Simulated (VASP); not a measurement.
# Ga2O3 (C2/m) in VASP: single point with PBE

Aim: the single point of Ga2O3 with PBE.

Program: VASP 6.6.1. These are calculated values, not measurements. Logs are shortened: lines on timing, memory, paths and dates and some standing lists are left out, and cuts for length are marked.

## (1) The cell of the first run

Symmetry: C2/m, No. 12, monoclinic system. Conventional cell: a = 12.214 Å, b = 3.037 Å, c = 5.798 Å, α = 90.00°, β = 103.83°, γ = 90.00°. Within 2.4 Å of Ga (site symmetry m) lie 4 O at 1.83 to 1.86 Å. Within 2.6 Å of Ga (site symmetry m) lie 6 O at 1.94 to 2.07 Å. O (site symmetry m) has 3 Ga at 1.83 to 1.94 Å within 2.4 Å. Within 2.5 Å of O (site symmetry m) lie 4 Ga at 1.86 to 2.07 Å. O (site symmetry m) has 3 Ga at 1.83 to 1.94 Å within 2.4 Å.

## (2) Single point, PBE

File INCAR:

```
PREC = Accurate
ENCUT = 520
EDIFF = 1E-7
ISMEAR = 0
SIGMA = 0.05
LREAL = F
LASPH = T
NELM = 60
ALGO = Normal
ISIF = 2
LWAVE = F
LCHARG = T
GGA = PE
LELF = T
LVHAR = T
NBANDS = 55
```

File KPOINTS:

```
Automatic mesh
0
Gamma
  8 6 8
```

File POSCAR:

```
Ga2O3
1.0
    0.0000000000      3.0371000000      0.0000000000
   -1.3859888959      0.0000000000      5.6300087380
    6.1070000000     -1.5185500000      0.0000000000
Ga O
4 6
Direct
    0.0905000000      0.7946000000      0.1810000000
    0.9095000000      0.2054000000      0.8190000000
    0.6586600000      0.3140200000      0.3173200000
    0.3413400000      0.6859800000      0.6826800000
    0.1645000000      0.1098000000      0.3290000000
    0.8355000000      0.8902000000      0.6710000000
    0.1733000000      0.5632000000      0.3466000000
    0.8267000000      0.4368000000      0.6534000000
    0.4959000000      0.2566000000      0.9918000000
    0.5041000000      0.7434000000      0.0082000000
```

Potentials or basis: VASP PAW PBE potentials, release 64 (Ga_d, O).

On the command line:

```sh
$ cat potpaw_PBE.64/Ga_d/POTCAR potpaw_PBE.64/O/POTCAR > POTCAR
$ mpirun -np 1 vasp_std > vasp.out
```

OUTCAR:

```text
PREC = Accurate
   ENCUT = 520
   EDIFF = 1E-7
   ISMEAR = 0
   LREAL = F
   LASPH = T
   NELM = 60
   ISIF = 2
   GGA = PE

 ion  position               nearest neighbor table
   1  0.090  0.795  0.181-  10 1.83  10 1.83   5 1.83   7 1.86
   2  0.910  0.205  0.819-   9 1.83   9 1.83   6 1.83   8 1.86
   3  0.659  0.314  0.317-   9 1.94   5 1.94   5 1.94   8 2.01   7 2.07   7 2.07
   4  0.341  0.686  0.683-  10 1.94   6 1.94   6 1.94   7 2.01   8 2.07   8 2.07
   5  0.164  0.110  0.329-   1 1.83   3 1.94   3 1.94
   6  0.836  0.890  0.671-   2 1.83   4 1.94   4 1.94
   7  0.173  0.563  0.347-   1 1.86   4 2.01   3 2.07   3 2.07
   8  0.827  0.437  0.653-   2 1.86   3 2.01   4 2.07   4 2.07
   9  0.496  0.257  0.992-   2 1.83   2 1.83   3 1.94
  10  0.504  0.743  0.008-   1 1.83   1 1.83   4 1.94

  LATTYP: Found a base centered monoclinic cell.
 ALAT       =    12.2140000000
 B/A-ratio  =     0.2486572785
 C/A-ratio  =     0.4747093499
 COS(beta)  =    -0.2390419096

  Lattice vectors:

 A1 = (   6.1070000000,  -1.5185500000,   0.0000000000)
 A2 = (   6.1070000000,   1.5185500000,   0.0000000000)
 A3 = (  -1.3859888959,   0.0000000000,   5.6300087380)

Analysis of symmetry for initial positions (statically):
=====================================================================
 Subroutine PRICEL returns:
 Original cell was already a primitive cell.

 Routine SETGRP: Setting up the symmetry group for a
 base centered monoclinic supercell.

 Subroutine GETGRP returns: Found  4 space group operations
 (whereof  4 operations were pure point group operations)
 out of a pool of  4 trial point group operations.

The static configuration has the point symmetry C_2h.

Analysis of symmetry for dynamics (positions and initial velocities):
=====================================================================
 Subroutine PRICEL returns:
 Original cell was already a primitive cell.

 Routine SETGRP: Setting up the symmetry group for a
 base centered monoclinic supercell.

 Subroutine GETGRP returns: Found  4 space group operations
 (whereof  4 operations were pure point group operations)
 out of a pool of  4 trial point group operations.

The dynamic configuration has the point symmetry C_2h.

 Subroutine INISYM returns: Found  4 space group operations
 (whereof  4 operations are pure point group operations),
 and found     1 'primitive' translations

----------------------------------------------------------------------------------------

                                     Primitive cell

  volume of cell :     104.4230

  direct lattice vectors                    reciprocal lattice vectors
     0.000000000  3.037100000  0.000000000     0.081873260  0.329261467  0.020155462
    -1.385988896  0.000000000  5.630008738     0.000000000  0.000000000  0.177619618
     6.107000000 -1.518550000  0.000000000     0.163746520  0.000000000  0.040310925

  length of vectors
     3.037100000  5.798100000  6.292967750     0.339886138  0.177619618  0.168635387

  position of ions in fractional coordinates (direct lattice)
     0.090500000  0.794600000  0.181000000
     0.909500000  0.205400000  0.819000000
     0.658660000  0.314020000  0.317320000
     0.341340000  0.685980000  0.682680000
     0.164500000  0.109800000  0.329000000
     0.835500000  0.890200000  0.671000000
     0.173300000  0.563200000  0.346600000
     0.826700000  0.436800000  0.653400000
     0.495900000  0.256600000  0.991800000
     0.504100000  0.743400000  0.008200000

  ion indices of the primitive-cell ions
   primitive index   ion index
                 1           1
                 2           2
                 3           3
                 4           4
                 5           5
                 6           6
                 7           7
                 8           8
                 9           9
                10          10

----------------------------------------------------------------------------------------

 KPOINTS: Automatic mesh

Automatic generation of k-mesh.
 Grid dimensions read from file:
 generate k-points for:    8    6    8

 Generating k-lattice:

  Cartesian coordinates                     Fractional coordinates (reciprocal lattice)
     0.010234158  0.041157683  0.002519433     0.125000000  0.000000000  0.000000000
     0.000000000  0.000000000  0.029603270     0.000000000  0.166666667  0.000000000
     0.020468315  0.000000000  0.005038866     0.000000000  0.000000000  0.125000000

  Length of vectors
     0.042485767  0.029603270  0.021079423

  Shift w.r.t. Gamma in fractional coordinates (k-lattice)
     0.000000000  0.000000000  0.000000000

 Subroutine IBZKPT returns following result:
 ===========================================

 Found    114 irreducible k-points:

 Following reciprocal coordinates:
            Coordinates               Weight
  0.000000  0.000000  0.000000      1.000000
  0.125000 -0.000000  0.000000      4.000000
  0.250000 -0.000000  0.000000      4.000000
  0.375000 -0.000000  0.000000      4.000000
  0.500000 -0.000000  0.000000      2.000000
  0.000000  0.166667  0.000000      2.000000
[... 16 lines left out ...]
  0.125000  0.500000  0.000000      4.000000
  0.250000  0.500000  0.000000      4.000000
 [... further k-points ...]
   k-points           NKPTS =    114   k-points in BZ     NKDIM =    114   number of bands    NBANDS=     55
   number of dos      NEDOS =    301   number of ions     NIONS =     10
   total plane-waves  NPLWV =  55296
   dimension x,y,z NGX =    24 NGY =   48 NGZ =   48
   dimension x,y,z NGXF=    48 NGYF=   96 NGZF=   96
   ions per type =               4   6
   NGX,Y,Z   is equivalent  to a cutoff of  13.14, 13.76, 12.68 a.u.
   NGXF,Y,Z  is equivalent  to a cutoff of  26.27, 27.53, 25.36 a.u.
 SYSTEM =  unknown system
   PREC   = accura    normal or accurate (medium, high low for compatibility)
   ISTART =      0    job   : 0-new  1-cont  2-samecut
   ICHARG =      2    charge: 1-file 2-atom 10-const
   ISPIN  =      1    spin polarized calculation?
   LNONCOLLINEAR =      F non collinear calculations
   LSORBIT =      F    spin-orbit coupling
   LASPH  =      T    aspherical Exc in radial PAW
   ENCUT  =  520.0 eV  38.22 Ry    6.18 a.u.   5.65 10.78 11.70*2*pi/ulx,y,z
   NELM   =     60;   NELMIN=  2; NELMDL= -5     # of ELM steps
   EDIFF  = 0.1E-06   stopping-criterion for ELM
   LREAL  =      F    real-space projection
   EDIFFG = 0.1E-05   stopping-criterion for IOM
   NSW    =      0    number of steps for IOM
   IBRION =     -1    ionic relax: 0-MD 1-quasi-New 2-CG
   NFREE  =      0    steps in history (QN), initial steepest desc. (CG)
   ISIF   =      2    stress and relaxation
   ISYM   =      2    0-nonsym 1-usesym 2-fastsym
   POTIM  = 0.5000    time-step for ionic-motion
   TEBEG  =    0.0;   TEEND  =   0.0 temperature during run
   PSTRESS=    0.0 pullay stress
   NELECT =      88.0000    total number of electrons
   NUPDOWN=      -1.0000    fix difference up-down
   EMIN   =  10.00;   EMAX   =-10.00  energy-range for DOS
   EFERMI =   0.00;   METHOD = LEGACY
   ISMEAR =     0;   SIGMA  =   0.05  broadening in eV -4-tet -1-fermi 0-gaus
   EFERMI_NEDOS =   21; number of points for ismear=-14 and -15
   IALGO  =     38    algorithm
   IMIX   =      4    mixing-type and parameters
     AMIX     =   0.40;   BMIX     =  1.00
     AMIX_MAG =   1.60;   BMIX_MAG =  1.00
  volume/ion in A,a.u.               =      10.44        70.47
  Fermi-wavevector in a.u.,A,eV,Ry     =   1.546335  2.922150 32.533613  2.391153
  Thomas-Fermi vector in A             =   2.651586
   LORBIT       =      0    0 simple, 1 ext, 2 COOP (PROOUT), +10 PAW based schemes
   GGA     = PE    functional components
   LHFCALC =     F    Hartree Fock is set to
   AEXX    =    0.0000 exact exchange contribution
   IVDW    =     0    specifies the selected vdW correction
   LEPSILON=     F    determine dielectric tensor
   LRPA    =     F    only Hartree local field effects (RPA)
 non-spin polarized calculation
 Gauss-broadening in eV      SIGMA  =   0.05
  energy-cutoff  :      520.00
  volume of cell :      104.42
 maximum number of plane-waves:      2846
   NGX = 11   NGY = 21   NGZ = 23

 number of electron      88.0000027 magnetization

 Free energy of the ion-electron system (eV)
  ---------------------------------------------------
  ext. energy  EPLUGINS =         0.00000000
  ---------------------------------------------------
  free energy    TOTEN  =       -59.50431759 eV

  energy without entropy =      -59.50431759  energy(sigma->0) =      -59.50431759

 E-fermi :   4.1257     XC(G=0): -11.6435

 val. band max:        3.8979565255   @ k =   0.1250   0.5000   0.3750
 cond. band min:       6.3200000432   @ k =   0.0000   0.0000   0.0000
 fundamental gap:      2.4220435177
 Fermi energy:         4.1257426002

 k-point     1 :       0.0000    0.0000    0.0000
  band No.  band energies     occupation
      1     -15.0582      2.00000
      2     -13.8908      2.00000
      3     -13.8567      2.00000
      4     -13.7347      2.00000
      5     -13.2621      2.00000
      6     -13.2473      2.00000
[... 47 lines left out ...]
     54      16.2947      0.00000
     55      16.5977      0.00000

 k-point     2 :       0.1250   -0.0000    0.0000
  band No.  band energies     occupation
      1     -14.9363      2.00000
      2     -13.8617      2.00000
      3     -13.8407      2.00000
      4     -13.6528      2.00000
      5     -13.2651      2.00000
      6     -13.2478      2.00000
[... 47 lines left out ...]
     54      15.4235      0.00000
     55      15.6150      0.00000
[... 1216 lines left out ...]
     54      15.2817      0.00000
     55      15.9956      0.00000

 k-point    24 :       0.2500    0.5000    0.0000
  band No.  band energies     occupation
      1     -14.3893      2.00000
      2     -14.0280      2.00000
      3     -13.7459      2.00000
      4     -13.4719      2.00000
      5     -13.3765      2.00000
      6     -13.2307      2.00000
[... 47 lines left out ...]
     54      14.8542      0.00000
     55      15.0917      0.00000

 [... further k-points ...]

------------------------ aborting loop because EDIFF is reached ----------------------------------------

  FORCE on cell =-STRESS in cart. coord.  units (eV):
  Direction    XX          YY          ZZ          XY          YZ          ZX
  --------------------------------------------------------------------------------------
  -------------------------------------------------------------------------------------
  Total        6.4803100      7.1499769      6.3018411      0.0000000      0.0000000      0.1116012
  in kB       99.4283612    109.7031606     96.6900872      0.0000000      0.0000000      1.7123135
  external PRESSURE =     101.9405363 kB  Pullay stress =       0.0000000 kB

 VOLUME and BASIS-vectors are now :
 -----------------------------------------------------------------------------
  energy-cutoff  :      520.00
  volume of cell :      104.42
      direct lattice vectors                 reciprocal lattice vectors
     0.000000000  3.037100000  0.000000000     0.081873260  0.329261467  0.020155462
    -1.385988896  0.000000000  5.630008738     0.000000000  0.000000000  0.177619618
     6.107000000 -1.518550000  0.000000000     0.163746520  0.000000000  0.040310925

 POSITION                                       TOTAL-FORCE (eV/Angst)
 -----------------------------------------------------------------------------------
      0.00406      0.00000      4.47360         0.109140      0.000000      0.068961
      4.71695      1.51855      1.15640        -0.109140      0.000000     -0.068961
      1.50265      1.51855      1.76794        -0.032662     -0.000000      0.058703
      3.21837      0.00000      3.86207         0.032662      0.000000     -0.058703
      1.85702     -0.00000      0.61817         0.223412      0.000000     -0.099596
      2.86399      1.51855      5.01183        -0.223412      0.000000      0.099596
      1.33610     -0.00000      3.17082        -0.032428     -0.000000     -0.048515
      3.38491      1.51855      2.45919         0.032428      0.000000      0.048515
      5.70128      0.00000      1.44466         0.164105      0.000000      0.056637
     -0.98027      1.51855      4.18535        -0.164105      0.000000     -0.056637
 -----------------------------------------------------------------------------------
    total drift:                                0.000000     -0.000000     -0.000000

  FREE ENERGIE OF THE ION-ELECTRON SYSTEM (eV)
  ---------------------------------------------------
  free  energy   TOTEN  =       -59.5043175858 eV

  energy  without entropy=      -59.5043175858  energy(sigma->0) =      -59.50431759
```

Run time: 22 min. Hardware: 1 thread of Intel Xeon 8259CL, shared host; peak memory 0.54 GiB.

Results:

```
Free energy            : -59.5043 eV
Pressure               : 10.2 GPa
Largest force          : 0.245 eV/Å
Band gap on the k mesh : 2.42 eV (least direct gap 2.44 eV)
```

Forces on the atoms (eV/Å):
```
Ga   0.109  0.000  0.069
Ga  -0.109  0.000 -0.069
Ga  -0.033  0.000  0.059
Ga   0.033  0.000 -0.059
O    0.223  0.000 -0.100
O   -0.223  0.000  0.100
O   -0.032  0.000 -0.049
O    0.032  0.000  0.049
O    0.164  0.000  0.057
O   -0.164  0.000 -0.057
```

Stress tensor (GPa, compression positive):
```
 9.94  0.00  0.17
 0.00 10.97  0.00
 0.17  0.00  9.67
```

Caveat: the cell stands under pressure. A k mesh can miss the band edges.
